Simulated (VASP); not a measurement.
Crystal: SiC.

```
Si C
1.0
     0.00000    2.17400    2.17400
     2.17400    0.00000    2.17400
     2.17400    2.17400    0.00000
Si C
1 1
Direct
  0.00000 0.00000 0.00000
  0.75000 0.75000 0.75000
```

Program: VASP 6.6.1. Alike in all runs: task single point; potentials or basis VASP PAW PBE potentials, release 64 (Si, C); no spin polarisation; cell as given; k mesh 10 × 10 × 10; cutoff (eV) 520; smearing gaussian 0.05 eV.

Order these runs on this cell by their pressure, lowest first.
A. level PBEsol+D3(BJ)
B. level PBE
C. level r2SCAN+D4
D. level PBEsol

A (-2.1 GPa), C (-0.4 GPa), D (1.7 GPa), B (4.8 GPa).

Caveats: the PAW data sets were made with another functional, which shifts forces and pressure a little (some runs).
